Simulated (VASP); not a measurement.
# WS (Pm-3m) in VASP: a series of runs

The runs below take WS through single point, with LDA+U.

Program: VASP 6.6.1. These are calculated values, not measurements. Logs are shortened: lines on timing, memory, paths and dates and some standing lists are left out, and cuts for length are marked.

**1. The cell of the first run**

It takes space group Pm-3m (No. 221, cubic). Conventional cell: a = 3.008 Å, b = 3.008 Å, c = 3.008 Å, α = 90.00°, β = 90.00°, γ = 90.00°. Within 3.4 Å of W (site symmetry m-3m) lie 8 S at 2.60 Å and 6 W at 3.01 Å. S (site symmetry m-3m) has 8 W at 2.60 Å and 6 S at 3.01 Å within 3.4 Å.

**2. Single point, LDA+U**

File INCAR:

```
ALGO = Normal
EDIFF = 1E-6
ENCUT = 520
GGA = CA
ISIF = 2
ISMEAR = -1
LASPH = T
LCHARG = F
LDAU = T
LDAUJ = 0 0
LDAUL = 2 -1
LDAUPRINT = 1
LDAUTYPE = 2
LDAUU = 3 0
LMAXMIX = 4
LREAL = F
LWAVE = F
NBANDS = 17
NELM = 150
PREC = Accurate
SIGMA = 0.05
```

File KPOINTS:

```
k-points
0
Gamma
  9 9 9
```

File POSCAR:

```
WS
1.0
    3.0078900000      0.0000000000      0.0000000000
    0.0000000000      3.0078900000      0.0000000000
    0.0000000000      0.0000000000      3.0078900000
W S
1 1
Direct
    0.5000000000      0.5000000000      0.5000000000
    0.0000000000      0.0000000000      0.0000000000
```

Potentials or basis: VASP PAW LDA potentials, release 64 (W_sv, S).

On the command line:

```
> cat potpaw_LDA.64/W_sv/POTCAR potpaw_LDA.64/S/POTCAR > POTCAR
> mpirun -np 1 vasp_std > vasp.out
```

OUTCAR:

```text
EDIFF = 1E-6
   ENCUT = 520
   GGA = CA
   ISIF = 2
   ISMEAR = -1
   LASPH = T
   LREAL = F
   NELM = 150
   PREC = Accurate

 ion  position               nearest neighbor table
   1  0.500  0.500  0.500-   2 2.60   2 2.60   2 2.60   2 2.60   2 2.60   2 2.60   2 2.60   2 2.60

   2  0.000  0.000  0.000-   1 2.60   1 2.60   1 2.60   1 2.60   1 2.60   1 2.60   1 2.60   1 2.60

  LATTYP: Found a simple cubic cell.
 ALAT       =     3.0078900000

  Lattice vectors:

 A1 = (   3.0078900000,   0.0000000000,   0.0000000000)
 A2 = (   0.0000000000,   3.0078900000,   0.0000000000)
 A3 = (   0.0000000000,   0.0000000000,   3.0078900000)

Analysis of symmetry for initial positions (statically):
=====================================================================
 Subroutine PRICEL returns:
 Original cell was already a primitive cell.

 Routine SETGRP: Setting up the symmetry group for a
 simple cubic supercell.

 Subroutine GETGRP returns: Found 48 space group operations
 (whereof 48 operations were pure point group operations)
 out of a pool of 48 trial point group operations.

The static configuration has the point symmetry O_h .

Analysis of symmetry for dynamics (positions and initial velocities):
=====================================================================
 Subroutine PRICEL returns:
 Original cell was already a primitive cell.

 Routine SETGRP: Setting up the symmetry group for a
 simple cubic supercell.

 Subroutine GETGRP returns: Found 48 space group operations
 (whereof 48 operations were pure point group operations)
 out of a pool of 48 trial point group operations.

The dynamic configuration has the point symmetry O_h .

 Subroutine INISYM returns: Found 48 space group operations
 (whereof 48 operations are pure point group operations),
 and found     1 'primitive' translations

----------------------------------------------------------------------------------------

                                     Primitive cell

  volume of cell :      27.2136

  direct lattice vectors                    reciprocal lattice vectors
     3.007890000  0.000000000  0.000000000     0.332458966  0.000000000  0.000000000
     0.000000000  3.007890000  0.000000000     0.000000000  0.332458966  0.000000000
     0.000000000  0.000000000  3.007890000     0.000000000  0.000000000  0.332458966

  length of vectors
     3.007890000  3.007890000  3.007890000     0.332458966  0.332458966  0.332458966

  position of ions in fractional coordinates (direct lattice)
     0.500000000  0.500000000  0.500000000
     0.000000000  0.000000000  0.000000000

  ion indices of the primitive-cell ions
   primitive index   ion index
                 1           1
                 2           2

----------------------------------------------------------------------------------------

 KPOINTS: k-points

Automatic generation of k-mesh.
 Grid dimensions read from file:
 generate k-points for:    9    9    9

 Generating k-lattice:

  Cartesian coordinates                     Fractional coordinates (reciprocal lattice)
     0.036939885  0.000000000  0.000000000     0.111111111  0.000000000  0.000000000
     0.000000000  0.036939885  0.000000000     0.000000000  0.111111111  0.000000000
     0.000000000  0.000000000  0.036939885     0.000000000  0.000000000  0.111111111

  Length of vectors
     0.036939885  0.036939885  0.036939885

  Shift w.r.t. Gamma in fractional coordinates (k-lattice)
     0.000000000  0.000000000  0.000000000

 Subroutine IBZKPT returns following result:
 ===========================================

 Found     35 irreducible k-points:

 Following reciprocal coordinates:
            Coordinates               Weight
  0.000000  0.000000  0.000000      1.000000
  0.111111  0.000000  0.000000      6.000000
  0.222222  0.000000  0.000000      6.000000
  0.333333  0.000000  0.000000      6.000000
  0.444444  0.000000  0.000000      6.000000
  0.111111  0.111111  0.000000     12.000000
[... 16 lines left out ...]
  0.333333  0.333333  0.111111     24.000000
  0.444444  0.333333  0.111111     48.000000
 [... further k-points ...]
   k-points           NKPTS =     35   k-points in BZ     NKDIM =     35   number of bands    NBANDS=     17
   number of dos      NEDOS =    301   number of ions     NIONS =      2
   total plane-waves  NPLWV =  13824
   dimension x,y,z NGX =    24 NGY =   24 NGZ =   24
   dimension x,y,z NGXF=    48 NGYF=   48 NGZF=   48
   ions per type =               1   1
   NGX,Y,Z   is equivalent  to a cutoff of  13.26, 13.26, 13.26 a.u.
   NGXF,Y,Z  is equivalent  to a cutoff of  26.53, 26.53, 26.53 a.u.
 SYSTEM =  unknown system
   PREC   = accura    normal or accurate (medium, high low for compatibility)
   ISTART =      0    job   : 0-new  1-cont  2-samecut
   ICHARG =      2    charge: 1-file 2-atom 10-const
   ISPIN  =      1    spin polarized calculation?
   LNONCOLLINEAR =      F non collinear calculations
   LSORBIT =      F    spin-orbit coupling
   LASPH  =      T    aspherical Exc in radial PAW
   ENCUT  =  520.0 eV  38.22 Ry    6.18 a.u.   5.59  5.59  5.59*2*pi/ulx,y,z
   NELM   =    150;   NELMIN=  2; NELMDL= -5     # of ELM steps
   EDIFF  = 0.1E-05   stopping-criterion for ELM
   LREAL  =      F    real-space projection
   EDIFFG = 0.1E-04   stopping-criterion for IOM
   NSW    =      0    number of steps for IOM
   IBRION =     -1    ionic relax: 0-MD 1-quasi-New 2-CG
   NFREE  =      0    steps in history (QN), initial steepest desc. (CG)
   ISIF   =      2    stress and relaxation
   ISYM   =      2    0-nonsym 1-usesym 2-fastsym
   POTIM  = 0.5000    time-step for ionic-motion
   TEBEG  =    0.0;   TEEND  =   0.0 temperature during run
   PSTRESS=    0.0 pullay stress
   NELECT =      20.0000    total number of electrons
   NUPDOWN=      -1.0000    fix difference up-down
   EMIN   =  10.00;   EMAX   =-10.00  energy-range for DOS
   EFERMI =   0.00;   METHOD = LEGACY
   ISMEAR =    -1;   SIGMA  =   0.05  broadening in eV -4-tet -1-fermi 0-gaus
   EFERMI_NEDOS =   21; number of points for ismear=-14 and -15
   IALGO  =     38    algorithm
   IMIX   =      4    mixing-type and parameters
     AMIX     =   0.40;   BMIX     =  1.00
     AMIX_MAG =   1.60;   BMIX_MAG =  1.00
  volume/ion in A,a.u.               =      13.61        91.82
  Fermi-wavevector in a.u.,A,eV,Ry     =   1.477371  2.791826 29.696414  2.182625
  Thomas-Fermi vector in A             =   2.591783
   LORBIT       =      0    0 simple, 1 ext, 2 COOP (PROOUT), +10 PAW based schemes
 LDA+U is selected, type is set to LDAUTYPE =  2
   angular momentum for each species LDAUL =     2   -1
   U (eV)           for each species LDAUU =   3.0  0.0
   J (eV)           for each species LDAUJ =   0.0  0.0
   GGA     = CA    functional components
   LHFCALC =     F    Hartree Fock is set to
   AEXX    =    0.0000 exact exchange contribution
   IVDW    =     0    specifies the selected vdW correction
   LEPSILON=     F    determine dielectric tensor
   LRPA    =     F    only Hartree local field effects (RPA)
 non-spin polarized calculation
  energy-cutoff  :      520.00
  volume of cell :       27.21
 maximum number of plane-waves:       748
 NGX is ok and might be reduce to    24
   NGX = 11   NGY = 11   NGZ = 11

atom =   1  type =  1  l = 2

 onsite density matrix

spin component  1

  0.3148  0.0000  0.0000 -0.0000 -0.0000
  0.0000  0.3148  0.0000 -0.0000  0.0000
  0.0000  0.0000  0.3995 -0.0000 -0.0000
 -0.0000 -0.0000 -0.0000  0.3148 -0.0000
 -0.0000  0.0000 -0.0000 -0.0000  0.3995

spin component  2

  0.3148  0.0000  0.0000 -0.0000 -0.0000
  0.0000  0.3148  0.0000 -0.0000  0.0000
  0.0000  0.0000  0.3995 -0.0000 -0.0000
 -0.0000 -0.0000 -0.0000  0.3148 -0.0000
 -0.0000  0.0000 -0.0000 -0.0000  0.3995

 occupancies and eigenvectors

  o =  0.3148  v =  0.0000  0.0951 -0.0000  0.9955  0.0000  0.0000  0.0000  0.0000  0.0000  0.0000      0.0000  0.0000  0.0000  0.0000  0.0000  0.0000  0.0000  0.0000  0.0000  0.0000
  o =  0.3148  v =  0.0000  0.0000  0.0000  0.0000  0.0000  0.0000  0.0951 -0.0000  0.9955  0.0000      0.0000  0.0000  0.0000  0.0000  0.0000  0.0000  0.0000  0.0000  0.0000  0.0000
  o =  0.3148  v =  0.0000  0.0000  0.0000  0.0000  0.0000  0.0000 -0.9955  0.0000  0.0951 -0.0000      0.0000  0.0000  0.0000  0.0000  0.0000  0.0000  0.0000  0.0000  0.0000  0.0000
  o =  0.3148  v =  0.0000 -0.9955  0.0000  0.0951 -0.0000  0.0000  0.0000  0.0000  0.0000  0.0000      0.0000  0.0000  0.0000  0.0000  0.0000  0.0000  0.0000  0.0000  0.0000  0.0000
  o =  0.3148  v =  0.0000  0.0000  0.0000  0.0000  0.0000  1.0000  0.0000  0.0000  0.0000  0.0000      0.0000  0.0000  0.0000  0.0000  0.0000  0.0000  0.0000  0.0000  0.0000  0.0000
  o =  0.3148  v =  1.0000  0.0000  0.0000  0.0000  0.0000  0.0000  0.0000  0.0000  0.0000  0.0000      0.0000  0.0000  0.0000  0.0000  0.0000  0.0000  0.0000  0.0000  0.0000  0.0000
  o =  0.3995  v =  0.0000  0.0000  0.1055  0.0000 -0.9944  0.0000  0.0000  0.0000  0.0000  0.0000      0.0000  0.0000  0.0000  0.0000  0.0000  0.0000  0.0000  0.0000  0.0000  0.0000
  o =  0.3995  v =  0.0000  0.0000  0.0000  0.0000  0.0000  0.0000  0.0000  0.1055  0.0000 -0.9944      0.0000  0.0000  0.0000  0.0000  0.0000  0.0000  0.0000  0.0000  0.0000  0.0000
  o =  0.3995  v =  0.0000  0.0000  0.9944  0.0000  0.1055  0.0000  0.0000  0.0000  0.0000  0.0000      0.0000  0.0000  0.0000  0.0000  0.0000  0.0000  0.0000  0.0000  0.0000  0.0000
  o =  0.3995  v =  0.0000  0.0000  0.0000  0.0000  0.0000  0.0000  0.0000  0.9944  0.0000  0.1055      0.0000  0.0000  0.0000  0.0000  0.0000  0.0000  0.0000  0.0000  0.0000  0.0000

 number of electron      19.9999996 magnetization

 Free energy of the ion-electron system (eV)
  ---------------------------------------------------
  ext. energy  EPLUGINS =         0.00000000
  ---------------------------------------------------
  free energy    TOTEN  =       -15.39747070 eV

  energy without entropy =      -15.38438272  energy(sigma->0) =      -15.39092671

 E-fermi :  12.7262     XC(G=0): -13.4217

 val. band max:       12.6984006939   @ k =   0.4444   0.2222   0.2222
 cond. band min:      12.7266090539   @ k =   0.3333   0.2222   0.0000
 fundamental gap:      0.0282083601
 Fermi energy:        12.7261829974

 k-point     1 :       0.0000    0.0000    0.0000
  band No.  band energies     occupation
      1     -61.7172      2.00000
      2     -26.0373      2.00000
      3     -26.0373      2.00000
      4     -26.0373      2.00000
      5      -4.9026      2.00000
      6       8.0507      2.00000
[... 9 lines left out ...]
     16      22.2531      0.00000
     17      29.7057      0.00000
[... 441 lines left out ...]
 k-point    24 :       0.4444    0.3333    0.1111
  band No.  band energies     occupation
      1     -61.6827      2.00000
      2     -26.3876      2.00000
      3     -26.2896      2.00000
      4     -26.0175      2.00000
      5      -2.2382      2.00000
      6       4.4019      2.00000
[... 9 lines left out ...]
     16      23.4416      0.00000
     17      23.8067      0.00000

 [... further k-points ...]
[... 5 lines left out ...]
  --------------------------------------------------------------------------------------
  -------------------------------------------------------------------------------------
  Total       -1.0756558     -1.0756558     -1.0756558      0.0000000     -0.0000000      0.0000000
  in kB      -63.3283341    -63.3283341    -63.3283341      0.0000000     -0.0000000      0.0000000
  external PRESSURE =     -63.3283341 kB  Pullay stress =       0.0000000 kB

 VOLUME and BASIS-vectors are now :
 -----------------------------------------------------------------------------
  energy-cutoff  :      520.00
  volume of cell :       27.21
      direct lattice vectors                 reciprocal lattice vectors
     3.007890000  0.000000000  0.000000000     0.332458966  0.000000000  0.000000000
     0.000000000  3.007890000  0.000000000     0.000000000  0.332458966  0.000000000
     0.000000000  0.000000000  3.007890000     0.000000000  0.000000000  0.332458966

 POSITION                                       TOTAL-FORCE (eV/Angst)
 -----------------------------------------------------------------------------------
      1.50395      1.50395      1.50395         0.000000      0.000000      0.000000
      0.00000      0.00000      0.00000         0.000000      0.000000      0.000000
 -----------------------------------------------------------------------------------
    total drift:                                0.000000     -0.000000     -0.000000

  FREE ENERGIE OF THE ION-ELECTRON SYSTEM (eV)
  ---------------------------------------------------
  free  energy   TOTEN  =       -15.3974707042 eV

  energy  without entropy=      -15.3843827188  energy(sigma->0) =      -15.39092671
```

It took 5.6 s on 1 thread of Intel Xeon 6975P-C, shared host; peak memory 0.14 GiB.

Results:

| Quantity | Value |
| --- | --- |
| Free energy | -15.3975 eV |
| Pressure | -6.3 GPa |
| Band gap on the k mesh | zero (band 10 reaches 14.62 eV, above the bottom of band 11 at 12.08 eV) |

Eigenvalues of the final occupation matrices:
```csv
site,spin,trace,eigenvalues
site 1 d,1,1.74,0.31 0.31 0.31 0.40 0.40
site 1 d,2,1.74,0.31 0.31 0.31 0.40 0.40
```

Caveat: spin-orbit coupling is left out, which moves the levels of the heavy elements; U without spin polarisation on a metal has little footing.

**3. Single point, LDA+U**

File INCAR:

```
ALGO = Normal ; EDIFF = 1E-7
ENCUT = 520 ; ISIF = 2
ISMEAR = -1 ; LASPH = T
LCHARG = T ; LDAU = T
LDAUJ = 0 0 ; LDAUL = 2 -1
LDAUPRINT = 1 ; LDAUTYPE = 2
LDAUU = 4 0 ; LELF = T
LMAXMIX = 4 ; LREAL = F
LVHAR = T ; LWAVE = F
NBANDS = 17 ; NELM = 150
PREC = Accurate ; SIGMA = 0.05
```

KPOINTS is that of step 2.

POSCAR is that of step 2.

Potentials or basis: VASP PAW LDA potentials, release 64 (W_sv, S).

On the command line:

```
> cat potpaw_LDA.64/W_sv/POTCAR potpaw_LDA.64/S/POTCAR > POTCAR
> mpirun -np 1 vasp_std > vasp.out
```

OUTCAR:

```text
EDIFF = 1E-7
   ENCUT = 520
   ISIF = 2
   ISMEAR = -1
   LASPH = T
   LREAL = F
   NELM = 150
   PREC = Accurate

 ion  position               nearest neighbor table
   1  0.500  0.500  0.500-   2 2.60   2 2.60   2 2.60   2 2.60   2 2.60   2 2.60   2 2.60   2 2.60

   2  0.000  0.000  0.000-   1 2.60   1 2.60   1 2.60   1 2.60   1 2.60   1 2.60   1 2.60   1 2.60

  LATTYP: Found a simple cubic cell.
 ALAT       =     3.0078900000

  Lattice vectors:

 A1 = (   3.0078900000,   0.0000000000,   0.0000000000)
 A2 = (   0.0000000000,   3.0078900000,   0.0000000000)
 A3 = (   0.0000000000,   0.0000000000,   3.0078900000)

Analysis of symmetry for initial positions (statically):
=====================================================================
 Subroutine PRICEL returns:
 Original cell was already a primitive cell.

 Routine SETGRP: Setting up the symmetry group for a
 simple cubic supercell.

 Subroutine GETGRP returns: Found 48 space group operations
 (whereof 48 operations were pure point group operations)
 out of a pool of 48 trial point group operations.

The static configuration has the point symmetry O_h .
[... 192 lines left out ...]
  ext. energy  EPLUGINS =         0.00000000
  ---------------------------------------------------
  free energy    TOTEN  =       -14.27336505 eV

  energy without entropy =      -14.26064312  energy(sigma->0) =      -14.26700408

 E-fermi :  12.8227     XC(G=0): -13.4240

 val. band max:       12.8077840151   @ k =   0.4444   0.2222   0.2222
 cond. band min:      12.8443374759   @ k =   0.3333   0.2222   0.0000
 fundamental gap:      0.0365534608
 Fermi energy:        12.8227304329

 k-point     1 :       0.0000    0.0000    0.0000
  band No.  band energies     occupation
      1     -61.8011      2.00000
      2     -26.1143      2.00000
      3     -26.1143      2.00000
      4     -26.1143      2.00000
      5      -4.8735      2.00000
      6       8.0845      2.00000
[... 457 lines left out ...]
      4     -26.0947      2.00000
      5      -2.1899      2.00000
      6       4.4271      2.00000
[... 9 lines left out ...]
     16      23.4702      0.00000
     17      23.8284      0.00000

 [... further k-points ...]
[... 5 lines left out ...]
  --------------------------------------------------------------------------------------
  -------------------------------------------------------------------------------------
  Total       -0.8298794     -0.8298794     -0.8298794      0.0000000      0.0000000      0.0000000
  in kB      -48.8584540    -48.8584540    -48.8584540      0.0000000      0.0000000      0.0000000
  external PRESSURE =     -48.8584540 kB  Pullay stress =       0.0000000 kB

 VOLUME and BASIS-vectors are now :
 -----------------------------------------------------------------------------
  energy-cutoff  :      520.00
  volume of cell :       27.21
      direct lattice vectors                 reciprocal lattice vectors
     3.007890000  0.000000000  0.000000000     0.332458966  0.000000000  0.000000000
     0.000000000  3.007890000  0.000000000     0.000000000  0.332458966  0.000000000
     0.000000000  0.000000000  3.007890000     0.000000000  0.000000000  0.332458966

 POSITION                                       TOTAL-FORCE (eV/Angst)
 -----------------------------------------------------------------------------------
      1.50395      1.50395      1.50395         0.000000      0.000000      0.000000
      0.00000      0.00000      0.00000         0.000000      0.000000      0.000000
 -----------------------------------------------------------------------------------
    total drift:                                0.000000     -0.000000     -0.000000

  FREE ENERGIE OF THE ION-ELECTRON SYSTEM (eV)
  ---------------------------------------------------
  free  energy   TOTEN  =       -14.2733650495 eV

  energy  without entropy=      -14.2606431191  energy(sigma->0) =      -14.26700408
```

Wall time 6.1 s (1 thread of Intel Xeon 6975P-C, shared host); peak memory 0.14 GiB.

What came out:

| Quantity | Value |
| --- | --- |
| Free energy | -14.2734 eV |
| Pressure | -4.9 GPa |
| Band gap on the k mesh | zero (band 10 reaches 14.76 eV, above the bottom of band 11 at 12.18 eV) |

Eigenvalues of the final occupation matrices:
```csv
site,spin,trace,eigenvalues
site 1 d,1,1.73,0.31 0.31 0.31 0.40 0.40
site 1 d,2,1.73,0.31 0.31 0.31 0.40 0.40
```

Caveat: spin-orbit coupling is left out, which moves the levels of the heavy elements; U without spin polarisation on a metal has little footing.

(Part 1 of 2 ends here.)
